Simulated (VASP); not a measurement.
# NiO in VASP: a series of runs

The runs below take NiO through single point, with r2SCAN.

Program: VASP 6.6.1. These are calculated values, not measurements. Logs are shortened: lines on timing, memory, paths and dates and some standing lists are left out, and cuts for length are marked.

## (1) The cell of the first run

Symmetry: Fm-3m, No. 225, cubic system. Conventional cell: a = 4.176 Å, b = 4.176 Å, c = 4.176 Å, α = 90.00°, β = 90.00°, γ = 90.00°. Within 2.8 Å of Ni (site symmetry m-3m) lie 6 O at 2.09 Å. O (site symmetry m-3m) has 6 Ni at 2.09 Å within 2.8 Å.

## (2) Single point, r2SCAN, collinear spin, ferromagnetic start

The input, POSCAR:

```
NiO
1.0
    0.0000000000      2.0878876553      2.0878876553
    2.0878876553      0.0000000000      2.0878876553
    2.0878876553      2.0878876553      0.0000000000
Ni O
1 1
Direct
    0.0000000000      0.0000000000      0.0000000000
    0.5000000000      0.5000000000      0.5000000000
```

The input, INCAR.step1:

```
PREC = Accurate ; ENCUT = 520
ISMEAR = 0 ; SIGMA = 0.02
LREAL = F ; LASPH = T
NELM = 150 ; ISPIN = 2
MAGMOM = 1.83 0.31 ; LMAXMIX = 4
NBANDS = 19 ; GGA = PE
ALGO = Normal ; EDIFF = 1E-4
LWAVE = T ; LCHARG = F
```

The input, INCAR.step2:

```
PREC = Accurate ; ENCUT = 520
EDIFF = 1E-6 ; ISMEAR = 0
SIGMA = 0.02 ; LREAL = F
LASPH = T ; NELM = 150
ALGO = Normal ; ISIF = 2
LWAVE = F ; LCHARG = T
ISPIN = 2 ; MAGMOM = 1.83 0.31
LORBIT = 11 ; LMAXMIX = 4
METAGGA = R2SCAN ; LMIXTAU = T
LELF = T ; LVHAR = T
NBANDS = 19 ; ISTART = 1
```

The input, KPOINTS:

```
Automatic mesh
0
Gamma
  12 12 12
```

Potentials or basis: VASP PAW PBE potentials, release 64 (Ni, O).

Command:

```bash
> cat potpaw_PBE.64/Ni/POTCAR potpaw_PBE.64/O/POTCAR > POTCAR
> cp INCAR.step1 INCAR
> mpirun -np 1 vasp_std > vasp.out
> cp INCAR.step2 INCAR
> mpirun -np 1 vasp_std > vasp.out
```

OUTCAR:

```text
PREC = Accurate
   ENCUT = 520
   EDIFF = 1E-6
   ISMEAR = 0
   LREAL = F
   LASPH = T
   NELM = 150
   ISIF = 2
   ISPIN = 2
   LORBIT = 11
   METAGGA = R2SCAN
   ISTART = 1

 ion  position               nearest neighbor table
   1  0.000  0.000  0.000-   2 2.09   2 2.09   2 2.09   2 2.09   2 2.09   2 2.09
   2  0.500  0.500  0.500-   1 2.09   1 2.09   1 2.09   1 2.09   1 2.09   1 2.09

  LATTYP: Found a face centered cubic cell.
 ALAT       =     4.1757753106

  Lattice vectors:

 A1 = (   0.0000000000,   2.0878876553,   2.0878876553)
 A2 = (   2.0878876553,   0.0000000000,   2.0878876553)
 A3 = (   2.0878876553,   2.0878876553,   0.0000000000)

Analysis of symmetry for initial positions (statically):
=====================================================================
 Subroutine PRICEL returns:
 Original cell was already a primitive cell.

 Routine SETGRP: Setting up the symmetry group for a
 face centered cubic supercell.

 Subroutine GETGRP returns: Found 48 space group operations
 (whereof 48 operations were pure point group operations)
 out of a pool of 48 trial point group operations.

The static configuration has the point symmetry O_h .

Analysis of symmetry for dynamics (positions and initial velocities):
=====================================================================
 Subroutine PRICEL returns:
 Original cell was already a primitive cell.

 Routine SETGRP: Setting up the symmetry group for a
 face centered cubic supercell.

 Subroutine GETGRP returns: Found 48 space group operations
 (whereof 48 operations were pure point group operations)
 out of a pool of 48 trial point group operations.

The dynamic configuration has the point symmetry O_h .

Analysis of structural, dynamic, and magnetic symmetry:
=====================================================================
 Subroutine PRICEL returns:
 Original cell was already a primitive cell.

 Routine SETGRP: Setting up the symmetry group for a
 face centered cubic supercell.

 Subroutine GETGRP returns: Found 48 space group operations
 (whereof 48 operations were pure point group operations)
 out of a pool of 48 trial point group operations.

The overall configuration has the point symmetry O_h .

 Subroutine INISYM returns: Found 48 space group operations
 (whereof 48 operations are pure point group operations),
 and found     1 'primitive' translations

----------------------------------------------------------------------------------------

                                     Primitive cell

  volume of cell :      18.2034

  direct lattice vectors                    reciprocal lattice vectors
     0.000000000  2.087887655  2.087887655    -0.239476487  0.239476487  0.239476487
     2.087887655  0.000000000  2.087887655     0.239476487 -0.239476487  0.239476487
     2.087887655  2.087887655  0.000000000     0.239476487  0.239476487 -0.239476487

  length of vectors
     2.952719039  2.952719039  2.952719039     0.414785442  0.414785442  0.414785442

  position of ions in fractional coordinates (direct lattice)
     0.000000000  0.000000000  0.000000000
     0.500000000  0.500000000  0.500000000

  ion indices of the primitive-cell ions
   primitive index   ion index
                 1           1
                 2           2

----------------------------------------------------------------------------------------

 KPOINTS: Automatic mesh

Automatic generation of k-mesh.
 Grid dimensions read from file:
 generate k-points for:   12   12   12

 Generating k-lattice:

  Cartesian coordinates                     Fractional coordinates (reciprocal lattice)
    -0.019956374  0.019956374  0.019956374     0.083333333  0.000000000  0.000000000
     0.019956374 -0.019956374  0.019956374     0.000000000  0.083333333  0.000000000
     0.019956374  0.019956374 -0.019956374     0.000000000  0.000000000  0.083333333

  Length of vectors
     0.034565453  0.034565453  0.034565453

  Shift w.r.t. Gamma in fractional coordinates (k-lattice)
     0.000000000  0.000000000  0.000000000

 Subroutine IBZKPT returns following result:
 ===========================================

 Found     72 irreducible k-points:

 Following reciprocal coordinates:
            Coordinates               Weight
  0.000000  0.000000  0.000000      1.000000
  0.083333  0.000000  0.000000      8.000000
  0.166667  0.000000  0.000000      8.000000
  0.250000  0.000000  0.000000      8.000000
  0.333333  0.000000  0.000000      8.000000
  0.416667  0.000000  0.000000      8.000000
[... 16 lines left out ...]
  0.500000  0.166667  0.000000     24.000000
 -0.416667  0.166667  0.000000     24.000000
 [... further k-points ...]
   k-points           NKPTS =     72   k-points in BZ     NKDIM =     72   number of bands    NBANDS=     19
   number of dos      NEDOS =    301   number of ions     NIONS =      2
   total plane-waves  NPLWV =  13824
   dimension x,y,z NGX =    24 NGY =   24 NGZ =   24
   dimension x,y,z NGXF=    48 NGYF=   48 NGZF=   48
   ions per type =               1   1
   NGX,Y,Z   is equivalent  to a cutoff of  13.51, 13.51, 13.51 a.u.
   NGXF,Y,Z  is equivalent  to a cutoff of  27.03, 27.03, 27.03 a.u.
 SYSTEM =  unknown system
   PREC   = accura    normal or accurate (medium, high low for compatibility)
   ISTART =      1    job   : 0-new  1-cont  2-samecut
   ICHARG =      0    charge: 1-file 2-atom 10-const
   ISPIN  =      2    spin polarized calculation?
   LNONCOLLINEAR =      F non collinear calculations
   LSORBIT =      F    spin-orbit coupling
   LASPH  =      T    aspherical Exc in radial PAW
   ENCUT  =  520.0 eV  38.22 Ry    6.18 a.u.   5.49  5.49  5.49*2*pi/ulx,y,z
   NELM   =    150;   NELMIN=  2; NELMDL=  0     # of ELM steps
   EDIFF  = 0.1E-05   stopping-criterion for ELM
   LREAL  =      F    real-space projection
   EDIFFG = 0.1E-04   stopping-criterion for IOM
   NSW    =      0    number of steps for IOM
   IBRION =     -1    ionic relax: 0-MD 1-quasi-New 2-CG
   NFREE  =      0    steps in history (QN), initial steepest desc. (CG)
   ISIF   =      2    stress and relaxation
   ISYM   =      2    0-nonsym 1-usesym 2-fastsym
   POTIM  = 0.5000    time-step for ionic-motion
   TEBEG  =    0.0;   TEEND  =   0.0 temperature during run
   PSTRESS=    0.0 pullay stress
   NELECT =      16.0000    total number of electrons
   NUPDOWN=      -1.0000    fix difference up-down
   EMIN   =  10.00;   EMAX   =-10.00  energy-range for DOS
   EFERMI =   0.00;   METHOD = LEGACY
   ISMEAR =     0;   SIGMA  =   0.02  broadening in eV -4-tet -1-fermi 0-gaus
   EFERMI_NEDOS =   21; number of points for ismear=-14 and -15
   IALGO  =     38    algorithm
   IMIX   =      4    mixing-type and parameters
     AMIX     =   0.40;   BMIX     =  1.00
     AMIX_MAG =   1.60;   BMIX_MAG =  1.00
  volume/ion in A,a.u.               =       9.10        61.42
  Fermi-wavevector in a.u.,A,eV,Ry     =   1.568186  2.963443 33.459567  2.459209
  Thomas-Fermi vector in A             =   2.670255
   LORBIT       =     11    0 simple, 1 ext, 2 COOP (PROOUT), +10 PAW based schemes
   METAGGA = R2SCAN    functional components
   LHFCALC =     F    Hartree Fock is set to
   AEXX    =    0.0000 exact exchange contribution
   IVDW    =     0    specifies the selected vdW correction
   LEPSILON=     F    determine dielectric tensor
   LRPA    =     F    only Hartree local field effects (RPA)
 spin polarized calculation
 Gauss-broadening in eV      SIGMA  =   0.02
  energy-cutoff  :      520.00
  volume of cell :       18.20
 maximum number of plane-waves:       531
 NGX is ok and might be reduce to    24
   NGX = 11   NGY = 11   NGZ = 11

 number of electron      16.0000003 magnetization       2.0000369

 Free energy of the ion-electron system (eV)
  ---------------------------------------------------
  ext. energy  EPLUGINS =         0.00000000
  ---------------------------------------------------
  free energy    TOTEN  =       -20.10958365 eV

  energy without entropy =      -20.10958365  energy(sigma->0) =      -20.10958365

 E-fermi :   7.6271     XC(G=0): -13.4117

 val. band max:        7.5344897792   @ k =   0.5000   0.0000   0.0000
 cond. band min:       8.2439232128   @ k =   0.0000   0.0000   0.0000
 fundamental gap:      0.7094334336
 Fermi energy:         7.6270634307

 spin component 1

 k-point     1 :       0.0000    0.0000    0.0000
  band No.  band energies     occupation
      1     -13.5718      1.00000
      2       3.5403      1.00000
      3       3.5404      1.00000
      4       4.4264      1.00000
      5       4.4266      1.00000
      6       4.4266      1.00000
[... 11 lines left out ...]
     18      34.3839      0.00000
     19      34.3841      0.00000

 k-point     2 :       0.0833    0.0000    0.0000
  band No.  band energies     occupation
      1     -13.4941      1.00000
      2       3.1877      1.00000
      3       3.1878      1.00000
      4       3.8006      1.00000
      5       4.3970      1.00000
      6       4.3970      1.00000
[... 11 lines left out ...]
     18      35.6777      0.00000
     19      35.6780      0.00000

 k-point     3 :       0.1667    0.0000    0.0000
  band No.  band energies     occupation
      1     -13.2747      1.00000
      2       2.5845      1.00000
      3       2.5846      1.00000
      4       2.6436      1.00000
      5       4.4968      1.00000
      6       4.4969      1.00000
[... 434 lines left out ...]
      1     -12.2238      1.00000
      2      -0.1101      1.00000
      3       1.2729      1.00000
      4       1.5156      1.00000
      5       4.7645      1.00000
      6       5.0574      1.00000
[... 11 lines left out ...]
     18      38.4411      0.00000
     19      39.9862      0.00000

 k-point    24 :      -0.4167    0.1667    0.0000
  band No.  band energies     occupation
      1     -12.1902      1.00000
      2      -0.1944      1.00000
      3       1.3317      1.00000
      4       1.3371      1.00000
      5       4.8099      1.00000
      6       5.0535      1.00000
[... 11 lines left out ...]
     18      39.2147      0.00000
     19      39.4472      0.00000

 [... further k-points ...]

 spin component 2

 k-point     1 :       0.0000    0.0000    0.0000
  band No.  band energies     occupation
      1     -13.0391      1.00000
      2       5.3105      1.00000
      3       5.3108      1.00000
      4       5.3109      1.00000
      5       5.4148      1.00000
      6       5.4148      1.00000
[... 11 lines left out ...]
     18      35.4049      0.00000
     19      35.4060      0.00000

 k-point     2 :       0.0833    0.0000    0.0000
  band No.  band energies     occupation
      1     -12.9572      1.00000
      2       4.5123      1.00000
      3       4.9790      1.00000
      4       4.9791      1.00000
      5       5.5612      1.00000
      6       5.5613      1.00000
[... 11 lines left out ...]
     18      36.6507      0.00000
     19      36.6513      0.00000

 k-point     3 :       0.1667    0.0000    0.0000
  band No.  band energies     occupation
      1     -12.7257      1.00000
      2       3.2629      1.00000
      3       4.4426      1.00000
      4       4.4427      1.00000
      5       5.7200      1.00000
      6       5.7202      1.00000
[... 434 lines left out ...]
      1     -11.5923      1.00000
      2       0.3569      1.00000
      3       2.7630      1.00000
      4       3.2790      1.00000
      5       6.0100      1.00000
      6       6.2939      1.00000
[... 11 lines left out ...]
     18      39.0872      0.00000
     19      40.7702      0.00000

 k-point    24 :      -0.4167    0.1667    0.0000
  band No.  band energies     occupation
      1     -11.5568      1.00000
      2       0.2800      1.00000
      3       2.6869      1.00000
      4       3.2060      1.00000
      5       6.1577      1.00000
      6       6.2367      1.00000
[... 11 lines left out ...]
     18      39.9076      0.00000
     19      40.2001      0.00000

 [... further k-points ...]
[... 5 lines left out ...]
  --------------------------------------------------------------------------------------
  -------------------------------------------------------------------------------------
  Total        0.2412399      0.2412399      0.2412399      0.0000000     -0.0000000      0.0000000
  in kB       21.2328545     21.2328545     21.2328545      0.0000000     -0.0000000      0.0000000
  external PRESSURE =      21.2328545 kB  Pullay stress =       0.0000000 kB

 VOLUME and BASIS-vectors are now :
 -----------------------------------------------------------------------------
  energy-cutoff  :      520.00
  volume of cell :       18.20
      direct lattice vectors                 reciprocal lattice vectors
     0.000000000  2.087887655  2.087887655    -0.239476487  0.239476487  0.239476487
     2.087887655  0.000000000  2.087887655     0.239476487 -0.239476487  0.239476487
     2.087887655  2.087887655  0.000000000     0.239476487  0.239476487 -0.239476487

 POSITION                                       TOTAL-FORCE (eV/Angst)
 -----------------------------------------------------------------------------------
      0.00000      0.00000      0.00000        -0.000000      0.000000      0.000000
      2.08789      2.08789      2.08789         0.000000     -0.000000     -0.000000
 -----------------------------------------------------------------------------------
    total drift:                                0.000000     -0.000000     -0.000000

  FREE ENERGIE OF THE ION-ELECTRON SYSTEM (eV)
  ---------------------------------------------------
  free  energy   TOTEN  =       -20.1095836529 eV

  energy  without entropy=      -20.1095836529  energy(sigma->0) =      -20.10958365

 total charge

# of ion       s       p       d       tot
------------------------------------------
    1        0.337   0.420   8.173   8.930
    2        1.555   3.496   0.000   5.051
--------------------------------------------------
tot          1.892   3.916   8.173  13.981

 magnetization (x)

# of ion       s       p       d       tot
------------------------------------------
    1        0.011   0.012   1.669   1.693
    2        0.028   0.248   0.000   0.277
--------------------------------------------------
tot          0.040   0.260   1.669   1.969
```

Wall time 2.2 min (1 thread of AMD EPYC 9R45 (Zen 5), shared host); peak memory 0.15 GiB.

What came out:

| Quantity | Value |
| --- | --- |
| Free energy | -20.1096 eV |
| Pressure | 2.1 GPa |
| Band gap on the k mesh | 0.71 eV (least direct gap 1.74 eV) |
| Net moment | 2.00 μB per cell |
| Site moments | Ni +1.69; O +0.28 μB |
| Valence electrons inside the program's atomic spheres | Ni 8.93; O 5.05 |

Levels at points of the mesh, in eV from the valence-band top:
Spin up:
```
           k point  band 5  band 6  band 7  band 8  band 9  band 10  band 11  band 12  band 13  band 14
(0.00, 0.00, 0.00)   -3.11   -3.11   -2.81   -2.81   -2.81     2.19    18.82    19.68    19.68    19.68
(0.50, 0.00, 0.00)   -2.51   -2.51   -1.83    0.00    0.00     6.35    10.95    14.89    14.89    22.19
(0.50, 0.50, 0.00)   -3.88   -3.69   -3.12   -2.18   -2.18     6.81    11.65    12.77    17.78    17.78
```
Spin down:
```tsv
k point	band 5	band 6	band 7	band 8	band 9	band 10
(0.00, 0.00, 0.00)	-2.12	-2.12	-2.12	0.71	0.71	2.75
(0.50, 0.00, 0.00)	-1.27	-1.27	-0.89	3.50	3.50	6.65
(0.50, 0.50, 0.00)	-3.10	-1.21	-1.21	1.18	1.74	7.45
```

Caveat: semilocal functionals underestimate gaps, and a narrow one can read as zero; the PAW data sets were made with another functional, which shifts forces and pressure a little; a cell with one magnetic atom can't hold antiferromagnetic order, which such compounds often take.

(Continued in part 2 of 3.)
